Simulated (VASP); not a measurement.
# WC (Fm-3m) in VASP: single point with PBEsol

Aim: the single point of WC with PBEsol.

Everything below comes from runs of VASP 6.6.1. Logs are shortened: lines on timing, memory, paths and dates and some standing lists are left out, and cuts for length are marked.

### Step 1. The cell of the first run

It takes space group Fm-3m (No. 225, cubic). Conventional cell: a = 4.385 Å, b = 4.385 Å, c = 4.385 Å, α = 90.00°, β = 90.00°, γ = 90.00°. W (site symmetry m-3m) has 6 C at 2.19 Å within 2.9 Å. Within 2.9 Å of C (site symmetry m-3m) lie 6 W at 2.19 Å.

### Step 2. Single point, PBEsol

Input file INCAR:

```
ALGO     = Normal         # electronic algorithm
EDIFF    = 1E-7           # SCF threshold, eV
ENCUT    = 520            # plane-wave cutoff, eV
GGA      = PS             # functional
ISIF     = 2              # what is computed and relaxed
ISMEAR   = 1              # smearing method
LASPH    = True           # aspherical terms in the spheres
LCHARG   = True           # write CHGCAR
LELF     = True           # ELF
LREAL    = False          # projectors in reciprocal space
LVHAR    = True         
LWAVE    = False          # write WAVECAR
NBANDS   = 26             # bands
NELM     = 60             # most SCF steps
PREC     = Accurate       # precision mode
SIGMA    = 0.1            # smearing width, eV
```

Input file KPOINTS:

```
k-points
0
Gamma
  7 7 7
```

Input file POSCAR:

```
WC
1.0
    0.0000000000      2.1926840000      2.1926840000
    2.1926840000      0.0000000000      2.1926840000
    4.3853680000      4.3853680000      0.0000000000
W C
2 2
Direct
    0.0000000000      0.0000000000      0.0000000000
    0.0000000000      0.0000000000      0.5000000000
    0.5000000000      0.5000000000      0.2500000000
    0.5000000000      0.5000000000      0.7500000000
```

Potentials or basis: VASP PAW PBE potentials, release 64 (W_sv, C).

On the command line:

```bash
$ cat potpaw_PBE.64/W_sv/POTCAR potpaw_PBE.64/C/POTCAR > POTCAR
$ mpirun -np 1 vasp_std > vasp.out
```

OUTCAR:

```text
EDIFF = 1E-7
   ENCUT = 520
   GGA = PS
   ISIF = 2
   ISMEAR = 1
   LASPH = True
   LREAL = False
   NELM = 60
   PREC = Accurate

 ion  position               nearest neighbor table
   1  0.000  0.000  0.000-   4 2.19   3 2.19   4 2.19   3 2.19   4 2.19   3 2.19   2 3.10   2 3.10
                             2 3.10   2 3.10   2 3.10   2 3.10
   2  0.000  0.000  0.500-   3 2.19   3 2.19   4 2.19   3 2.19   4 2.19   4 2.19   1 3.10   1 3.10
                             1 3.10   1 3.10   1 3.10   1 3.10
   3  0.500  0.500  0.250-   1 2.19   1 2.19   2 2.19   1 2.19   2 2.19   2 2.19
   4  0.500  0.500  0.750-   2 2.19   1 2.19   2 2.19   1 2.19   2 2.19   1 2.19

  LATTYP: Found a trigonal (rhomboedric) cell.
 ALAT       =     5.3709569672
 COS(alpha) =     0.8333333333

  Lattice vectors:

 A1 = (   4.3853680000,   2.1926840000,  -2.1926840000)
 A2 = (   2.1926840000,   2.1926840000,  -4.3853680000)
 A3 = (   2.1926840000,   4.3853680000,  -2.1926840000)

Analysis of symmetry for initial positions (statically):
=====================================================================
 Subroutine PRICEL returns following result:

  LATTYP: Found a face centered cubic cell.
 ALAT       =     4.3853680000

  Lattice vectors:

 A1 = (   0.0000000000,   2.1926840000,   2.1926840000)
 A2 = (   2.1926840000,   0.0000000000,   2.1926840000)
 A3 = (   2.1926840000,   2.1926840000,   0.0000000000)

   2 primitive cells build up your supercell.

 Routine SETGRP: Setting up the symmetry group for a
 trigonal (rhombohedral) supercell.

 Subroutine GETGRP returns: Found 12 space group operations
 (whereof 12 operations were pure point group operations)
 out of a pool of 12 trial point group operations.

The static configuration has the point symmetry D_3d.

Analysis of symmetry for dynamics (positions and initial velocities):
=====================================================================
 Subroutine PRICEL returns following result:

  LATTYP: Found a face centered cubic cell.
 ALAT       =     4.3853680000

  Lattice vectors:

 A1 = (   0.0000000000,   2.1926840000,   2.1926840000)
 A2 = (   2.1926840000,   0.0000000000,   2.1926840000)
 A3 = (   2.1926840000,   2.1926840000,   0.0000000000)

   2 primitive cells build up your supercell.

 Routine SETGRP: Setting up the symmetry group for a
 trigonal (rhombohedral) supercell.

 Subroutine GETGRP returns: Found 12 space group operations
 (whereof 12 operations were pure point group operations)
 out of a pool of 12 trial point group operations.

The dynamic configuration has the point symmetry D_3d.

 Subroutine INISYM returns: Found 12 space group operations
 (whereof 12 operations are pure point group operations),
 and found     2 'primitive' translations

----------------------------------------------------------------------------------------

                                     Primitive cell

  volume of cell :      21.0842

  direct lattice vectors                    reciprocal lattice vectors
     0.000000000  2.192684000  2.192684000    -0.228031034  0.228031034  0.228031034
     2.192684000  0.000000000  2.192684000     0.228031034 -0.228031034  0.228031034
     2.192684000  2.192684000  0.000000000     0.228031034  0.228031034 -0.228031034

  length of vectors
     3.100923451  3.100923451  3.100923451     0.394961337  0.394961337  0.394961337

  position of ions in fractional coordinates (direct lattice)
     0.000000000  0.000000000  0.000000000
     0.500000000  0.500000000  0.500000000

  ion indices of the primitive-cell ions
   primitive index   ion index
                 1           1
                 2           3

----------------------------------------------------------------------------------------

 KPOINTS: k-points

Automatic generation of k-mesh.
 Grid dimensions read from file:
 generate k-points for:    7    7    7

 Generating k-lattice:

  Cartesian coordinates                     Fractional coordinates (reciprocal lattice)
    -0.032575862  0.032575862  0.032575862     0.142857143  0.000000000  0.000000000
     0.032575862 -0.032575862  0.032575862     0.000000000  0.142857143  0.000000000
     0.016287931  0.016287931 -0.016287931     0.000000000  0.000000000  0.142857143

  Length of vectors
     0.056423048  0.056423048  0.028211524

  Shift w.r.t. Gamma in fractional coordinates (k-lattice)
     0.000000000  0.000000000  0.000000000

 Subroutine IBZKPT returns following result:
 ===========================================

 Found     44 irreducible k-points:

 Following reciprocal coordinates:
            Coordinates               Weight
  0.000000  0.000000  0.000000      1.000000
  0.142857  0.000000  0.000000      6.000000
  0.285714  0.000000  0.000000      6.000000
  0.428571  0.000000  0.000000      6.000000
  0.142857  0.142857  0.000000      6.000000
  0.285714  0.142857  0.000000     12.000000
[... 16 lines left out ...]
  0.285714  0.142857  0.142857     12.000000
  0.428571  0.142857  0.142857     12.000000
 [... further k-points ...]
   k-points           NKPTS =     44   k-points in BZ     NKDIM =     44   number of bands    NBANDS=     26
   number of dos      NEDOS =    301   number of ions     NIONS =      4
   total plane-waves  NPLWV =  27648
   dimension x,y,z NGX =    24 NGY =   24 NGZ =   48
   dimension x,y,z NGXF=    48 NGYF=   48 NGZF=   96
   ions per type =               2   2
   NGX,Y,Z   is equivalent  to a cutoff of  12.87, 12.87, 12.87 a.u.
   NGXF,Y,Z  is equivalent  to a cutoff of  25.73, 25.73, 25.73 a.u.
 SYSTEM =  unknown system
   PREC   = accura    normal or accurate (medium, high low for compatibility)
   ISTART =      0    job   : 0-new  1-cont  2-samecut
   ICHARG =      2    charge: 1-file 2-atom 10-const
   ISPIN  =      1    spin polarized calculation?
   LNONCOLLINEAR =      F non collinear calculations
   LSORBIT =      F    spin-orbit coupling
   LASPH  =      T    aspherical Exc in radial PAW
   ENCUT  =  520.0 eV  38.22 Ry    6.18 a.u.   5.77  5.77 11.53*2*pi/ulx,y,z
   NELM   =     60;   NELMIN=  2; NELMDL= -5     # of ELM steps
   EDIFF  = 0.1E-06   stopping-criterion for ELM
   LREAL  =      F    real-space projection
   EDIFFG = 0.1E-05   stopping-criterion for IOM
   NSW    =      0    number of steps for IOM
   IBRION =     -1    ionic relax: 0-MD 1-quasi-New 2-CG
   NFREE  =      0    steps in history (QN), initial steepest desc. (CG)
   ISIF   =      2    stress and relaxation
   ISYM   =      2    0-nonsym 1-usesym 2-fastsym
   POTIM  = 0.5000    time-step for ionic-motion
   TEBEG  =    0.0;   TEEND  =   0.0 temperature during run
   PSTRESS=    0.0 pullay stress
   NELECT =      36.0000    total number of electrons
   NUPDOWN=      -1.0000    fix difference up-down
   EMIN   =  10.00;   EMAX   =-10.00  energy-range for DOS
   EFERMI =   0.00;   METHOD = LEGACY
   ISMEAR =     1;   SIGMA  =   0.10  broadening in eV -4-tet -1-fermi 0-gaus
   EFERMI_NEDOS =   21; number of points for ismear=-14 and -15
   IALGO  =     38    algorithm
   IMIX   =      4    mixing-type and parameters
     AMIX     =   0.40;   BMIX     =  1.00
     AMIX_MAG =   1.60;   BMIX_MAG =  1.00
  volume/ion in A,a.u.               =      10.54        71.14
  Fermi-wavevector in a.u.,A,eV,Ry     =   1.553029  2.934800 32.815887  2.411900
  Thomas-Fermi vector in A             =   2.657319
   LORBIT       =      0    0 simple, 1 ext, 2 COOP (PROOUT), +10 PAW based schemes
   GGA     = PS    functional components
   LHFCALC =     F    Hartree Fock is set to
   AEXX    =    0.0000 exact exchange contribution
   IVDW    =     0    specifies the selected vdW correction
   LEPSILON=     F    determine dielectric tensor
   LRPA    =     F    only Hartree local field effects (RPA)
 non-spin polarized calculation
 Methfessel and Paxton  Order N= 1 SIGMA  =   0.10
  energy-cutoff  :      520.00
  volume of cell :       42.17
 maximum number of plane-waves:      1150
   NGX = 11   NGY = 11   NGZ = 23

 number of electron      36.0000003 magnetization

 Free energy of the ion-electron system (eV)
  ---------------------------------------------------
  ext. energy  EPLUGINS =         0.00000000
  ---------------------------------------------------
  free energy    TOTEN  =       -46.00076296 eV

  energy without entropy =      -45.99982374  energy(sigma->0) =      -46.00044989

 E-fermi :  12.1847     XC(G=0): -13.8427

 val. band max:       12.1703185622   @ k =   0.2857   0.0000   0.2857
 cond. band min:      12.2353554562   @ k =  -0.2857   0.2857   0.1429
 fundamental gap:      0.0650368940
 Fermi energy:        12.1847472343

 k-point     1 :       0.0000    0.0000    0.0000
  band No.  band energies     occupation
      1     -63.1290      2.00000
      2     -63.0920      2.00000
      3     -27.7184      2.00000
      4     -27.1873      2.00000
      5     -27.1873      2.00000
      6     -27.1294      2.00000
[... 18 lines left out ...]
     25      17.1546      0.00000
     26      18.7786      0.00000

 k-point     2 :       0.1429    0.0000    0.0000
  band No.  band energies     occupation
      1     -63.1221      2.00000
      2     -63.0896      2.00000
      3     -27.6703      2.00000
      4     -27.2546      2.00000
      5     -27.2379      2.00000
      6     -27.2148      2.00000
[... 18 lines left out ...]
     25      18.4717      0.00000
     26      19.2841      0.00000

 k-point     3 :       0.2857    0.0000    0.0000
  band No.  band energies     occupation
      1     -63.1064      2.00000
      2     -63.0844      2.00000
      3     -27.5988      2.00000
      4     -27.4892      2.00000
      5     -27.3640      2.00000
      6     -27.2760      2.00000
[... 572 lines left out ...]
 k-point    23 :       0.2857    0.1429    0.1429
  band No.  band energies     occupation
      1     -63.1108      2.00000
      2     -63.0857      2.00000
      3     -27.5988      2.00000
      4     -27.3749      2.00000
      5     -27.3692      2.00000
      6     -27.2470      2.00000
[... 18 lines left out ...]
     25      17.4210      0.00000
     26      19.1836      0.00000

 k-point    24 :       0.4286    0.1429    0.1429
  band No.  band energies     occupation
      1     -63.0962      2.00000
      2     -63.0816      2.00000
      3     -27.5899      2.00000
      4     -27.5883      2.00000
      5     -27.3841      2.00000
      6     -27.3175      2.00000
[... 18 lines left out ...]
     25      18.1840      0.00000
     26      19.3946      0.00000

 [... further k-points ...]

------------------------ aborting loop because EDIFF is reached ----------------------------------------

  FORCE on cell =-STRESS in cart. coord.  units (eV):
  Direction    XX          YY          ZZ          XY          YZ          ZX
  --------------------------------------------------------------------------------------
  -------------------------------------------------------------------------------------
  Total       -2.4344442     -2.4344442     -2.4344442     -0.0349833      0.0349833      0.0349833
  in kB      -92.4958550    -92.4958550    -92.4958550     -1.3291765      1.3291765      1.3291765
  external PRESSURE =     -92.4958550 kB  Pullay stress =       0.0000000 kB

 VOLUME and BASIS-vectors are now :
 -----------------------------------------------------------------------------
  energy-cutoff  :      520.00
  volume of cell :       42.17
      direct lattice vectors                 reciprocal lattice vectors
     0.000000000  2.192684000  2.192684000    -0.228031034  0.228031034  0.228031034
     2.192684000  0.000000000  2.192684000     0.228031034 -0.228031034  0.228031034
     4.385368000  4.385368000  0.000000000     0.114015517  0.114015517 -0.114015517

 POSITION                                       TOTAL-FORCE (eV/Angst)
 -----------------------------------------------------------------------------------
      0.00000      0.00000      0.00000         0.000000      0.000000     -0.000000
      2.19268      2.19268      0.00000        -0.000000     -0.000000      0.000000
      2.19268      2.19268      2.19268        -0.000000      0.000000      0.000000
      4.38537      4.38537      2.19268         0.000000     -0.000000     -0.000000
 -----------------------------------------------------------------------------------
    total drift:                                0.000000     -0.000000     -0.000000

  FREE ENERGIE OF THE ION-ELECTRON SYSTEM (eV)
  ---------------------------------------------------
  free  energy   TOTEN  =       -46.0007629616 eV

  energy  without entropy=      -45.9998237420  energy(sigma->0) =      -46.00044989
```

Wall time 19 s (1 thread of Intel Xeon 6975P-C (Granite Rapids), shared host); peak memory 0.19 GiB.

What came out:

- Free energy: -46.0008 eV
- Pressure: -9.2 GPa
- Band gap on the k mesh: zero (band 18 reaches 13.03 eV, above the bottom of band 19 at 11.22 eV)

Levels at points of the mesh, in eV from the Fermi level:
| k point | band 14 | band 15 | band 16 | band 17 | band 18 | band 19 | band 20 | band 21 | band 22 | band 23 |
| --- | --- | --- | --- | --- | --- | --- | --- | --- | --- | --- |
| (0.00, 0.00, 0.00) | -2.70 | -2.70 | -2.70 | -0.96 | -0.96 | -0.96 | -0.91 | -0.91 | 1.11 | 1.11 |

Caveat: the PAW data sets were made with another functional, which shifts forces and pressure a little; spin-orbit coupling is left out, which moves the levels of the heavy elements.
